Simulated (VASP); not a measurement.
# LaAgS2 (P4/mmm) in VASP: notebook, part 2 of 2

VASP 6.6.1.

### Step 3. Single point, r2SCAN (biaxial xy strain +2.8%)

The input, POSCAR:

```
LaAgS2
1.0
    4.2464883002      0.0000000000      0.0000000000
    0.0000000000      4.2464883002      0.0000000000
    0.0000000000      0.0000000000      5.6048983260
Ag S La
1 2 1
Direct
    0.0000000000      0.0000000000      0.0000000000
    0.0000000000      0.0000000000      0.5000000000
    0.5000000000      0.5000000000      0.0000000000
    0.5000000000      0.5000000000      0.5000000000
```

The input, INCAR.step1:

```
PREC = Accurate
ENCUT = 520
ISMEAR = -1
SIGMA = 0.02
LREAL = F
LASPH = T
NELM = 100
NBANDS = 25
GGA = PE
ALGO = Normal
EDIFF = 1E-4
LWAVE = T
LCHARG = F
```

The input, INCAR.step2:

```
PREC = Accurate
ENCUT = 520
EDIFF = 1E-6
ISMEAR = -1
SIGMA = 0.02
LREAL = F
LASPH = T
NELM = 100
ALGO = Normal
ISIF = 2
LWAVE = F
LCHARG = T
METAGGA = R2SCAN
LMIXTAU = T
LELF = T
LVHAR = T
NBANDS = 25
ISTART = 1
```

The input, KPOINTS:

```
Automatic mesh
0
Gamma
  6 6 6
```

Potentials or basis: VASP PAW PBE potentials, release 64 (Ag, S, La).

The run is started by

```
$ cat potpaw_PBE.64/Ag/POTCAR potpaw_PBE.64/S/POTCAR potpaw_PBE.64/La/POTCAR > POTCAR
$ cp INCAR.step1 INCAR
$ mpirun -np 1 vasp_std > vasp.out
$ cp INCAR.step2 INCAR
$ mpirun -np 1 vasp_std > vasp.out
```

OUTCAR:

```text
PREC = Accurate
   ENCUT = 520
   EDIFF = 1E-6
   ISMEAR = -1
   LREAL = F
   LASPH = T
   NELM = 100
   ISIF = 2
   METAGGA = R2SCAN
   ISTART = 1

 ion  position               nearest neighbor table
   1  0.000  0.000  0.000-   2 2.80   2 2.80   3 3.00   3 3.00   3 3.00   3 3.00
   2  0.000  0.000  0.500-   1 2.80   1 2.80   4 3.00   4 3.00   4 3.00   4 3.00
   3  0.500  0.500  0.000-   4 2.80   4 2.80   1 3.00   1 3.00   1 3.00   1 3.00
   4  0.500  0.500  0.500-   3 2.80   3 2.80   2 3.00   2 3.00   2 3.00   2 3.00

  LATTYP: Found a simple tetragonal cell.
 ALAT       =     4.2464883002
 C/A-ratio  =     1.3198902080

  Lattice vectors:

 A1 = (   4.2464883002,   0.0000000000,   0.0000000000)
 A2 = (   0.0000000000,   4.2464883002,   0.0000000000)
 A3 = (   0.0000000000,   0.0000000000,   5.6048983260)

Analysis of symmetry for initial positions (statically):
=====================================================================
 Subroutine PRICEL returns:
 Original cell was already a primitive cell.

 Routine SETGRP: Setting up the symmetry group for a
 simple tetragonal supercell.

 Subroutine GETGRP returns: Found 16 space group operations
 (whereof 16 operations were pure point group operations)
[... 164 lines left out ...]
  free energy    TOTEN  =       -73.06481277 eV

  energy without entropy =      -73.06455798  energy(sigma->0) =      -73.06468537

 E-fermi :   5.6839     XC(G=0): -10.1205

 val. band max:        5.6368998460   @ k =   0.5000   0.0000   0.5000
 cond. band min:       5.7448003373   @ k =   0.0000   0.0000   0.5000
 fundamental gap:      0.1079004913
 Fermi energy:         5.6838924767

 k-point     1 :       0.0000    0.0000    0.0000
  band No.  band energies     occupation
      1     -28.3104      2.00000
      2     -11.6140      2.00000
      3     -11.5549      2.00000
      4     -11.5549      2.00000
      5      -7.7412      2.00000
      6      -6.8361      2.00000
[... 661 lines left out ...]
     24       8.2370      0.00000
     25       9.1066      0.00000

 [... further k-points ...]
[... 5 lines left out ...]
  --------------------------------------------------------------------------------------
  -------------------------------------------------------------------------------------
  Total       -2.2983986     -2.2983986     -1.3851195      0.0000000      0.0000000      0.0000000
  in kB      -36.4341235    -36.4341235    -21.9568597      0.0000000      0.0000000      0.0000000
  external PRESSURE =     -31.6083689 kB  Pullay stress =       0.0000000 kB

 VOLUME and BASIS-vectors are now :
 -----------------------------------------------------------------------------
  energy-cutoff  :      520.00
  volume of cell :      101.07
      direct lattice vectors                 reciprocal lattice vectors
     4.246488300  0.000000000  0.000000000     0.235488698  0.000000000  0.000000000
     0.000000000  4.246488300  0.000000000     0.000000000  0.235488698  0.000000000
     0.000000000  0.000000000  5.604898326     0.000000000  0.000000000  0.178415368

 POSITION                                       TOTAL-FORCE (eV/Angst)
 -----------------------------------------------------------------------------------
      0.00000      0.00000      0.00000         0.000000      0.000000      0.000000
      0.00000      0.00000      2.80245         0.000000      0.000000      0.000000
      2.12324      2.12324      0.00000         0.000000      0.000000      0.000000
      2.12324      2.12324      2.80245         0.000000      0.000000      0.000000
 -----------------------------------------------------------------------------------
    total drift:                                0.000000      0.000000     -0.000000

  FREE ENERGIE OF THE ION-ELECTRON SYSTEM (eV)
  ---------------------------------------------------
  free  energy   TOTEN  =       -73.0648127662 eV

  energy  without entropy=      -73.0645579815  energy(sigma->0) =      -73.06468537
```

OSZICAR.step1:

```text
N       E                     dE             d eps       ncg     rms          rms(c)
DAV:   1     0.287511795868E+03    0.28751E+03   -0.13694E+04  2072   0.172E+03
DAV:   2     0.312076077757E+02   -0.25630E+03   -0.23140E+03  2341   0.299E+02
DAV:   3    -0.178360959678E+02   -0.49044E+02   -0.45148E+02  2980   0.128E+02
DAV:   4    -0.217842006425E+02   -0.39481E+01   -0.38602E+01  3255   0.381E+01
DAV:   5    -0.219606739018E+02   -0.17647E+00   -0.17612E+00  3047   0.635E+00    0.708E+00
DAV:   6    -0.209203563479E+02    0.10403E+01   -0.50161E+00  2764   0.159E+01    0.594E+00
DAV:   7    -0.209121543279E+02    0.82020E-02   -0.75381E-01  2579   0.556E+00    0.371E+00
DAV:   8    -0.209202734086E+02   -0.81191E-02   -0.97958E-02  3237   0.274E+00    0.952E-01
DAV:   9    -0.209248761311E+02   -0.46027E-02   -0.14637E-02  3540   0.901E-01    0.286E-01
DAV:  10    -0.209253012174E+02   -0.42509E-03   -0.25245E-03  3303   0.433E-01    0.123E-01
DAV:  11    -0.209256426183E+02   -0.34140E-03   -0.76620E-04  2698   0.201E-01    0.488E-02
DAV:  12    -0.209256549839E+02   -0.12366E-04   -0.65677E-05  1667   0.791E-02
   1 F= -.20925655E+02 E0= -.20925202E+02  d E =-.905709E-03
```

It took 3 min on 1 thread of Intel Xeon Platinum 8559C (Emerald Rapids), shared host; peak memory 0.29 GiB.

Results:

| Property | Result |
| --- | --- |
| Free energy | -73.0648 eV |
| Pressure | -3.2 GPa |
| Band gap on the k mesh | 0.11 eV, indirect (least direct gap 1.44 eV) |

Levels at points of the mesh, in eV from the valence-band top:
```
           k point  band 14  band 15  band 16  band 17  band 18  band 19  band 20  band 21
(0.00, 0.00, 0.00)    -2.66    -1.59    -1.59    -1.45     0.13     1.04     2.37     2.55
(0.50, 0.00, 0.00)    -3.05    -2.32    -1.32    -0.26     2.17     2.40     2.47     2.49
(0.50, 0.50, 0.00)    -2.91    -2.25    -2.25    -1.45     1.51     1.51     1.56     2.38
(0.00, 0.00, 0.50)    -2.13    -2.01    -2.01    -1.97     0.11     2.35     2.54     2.54
(0.50, 0.00, 0.50)    -2.72    -2.51    -0.49     0.00     2.06     2.16     2.32     2.38
(0.50, 0.50, 0.50)    -2.89    -2.28    -2.28    -1.89     2.38     2.38     2.51     2.51
```

Caveat: the cell differs from its parent crystal (biaxial xy strain +2.8%); the PAW data sets were made with another functional, which shifts forces and pressure a little; spin-orbit coupling is left out, which moves the levels of the heavy elements.
